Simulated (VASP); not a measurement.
The system is Ca3PbN.

```
Ca Pb N
1.0
     5.95399    0.00000    0.00000
     0.00000    5.95399    0.00000
     0.00000    0.00000    5.95399
Ca Pb N
3 1 1
Direct
  0.50000 0.50000 0.00000
  0.50000 0.00000 0.50000
  0.00000 0.50000 0.50000
  0.50000 0.50000 0.50000
  0.00000 0.00000 0.00000
```

Base run:

```yaml
Program: VASP 6.6.1
Functional: PBEsol
Potentials_or_basis: VASP PAW PBE potentials, release 64 (Ca_sv, Pb_d, N)
Cutoff: 520 eV
k_mesh: 3 × 3 × 3
Occupations: fermi-dirac, width 0.2 eV
Spin: no spin polarisation
```

Its results: band gap on the k mesh zero (an odd number of electrons rules out a gap without spin polarisation); pressure -1.5 GPa.

Task: The run is repeated on the same cell with these changes: occupations from fermi-dirac, width 0.2 eV to fermi-dirac, width 0.5 eV. What comes out?

Result: Band gap on the k mesh zero (an odd number of electrons rules out a gap without spin polarisation); pressure -0.7 GPa.

Caveats: the PAW data sets were made with another functional, which shifts forces and pressure a little; spin-orbit coupling is left out, which moves the levels of the heavy elements; so wide a smearing shifts energies and pressures (at least some runs).
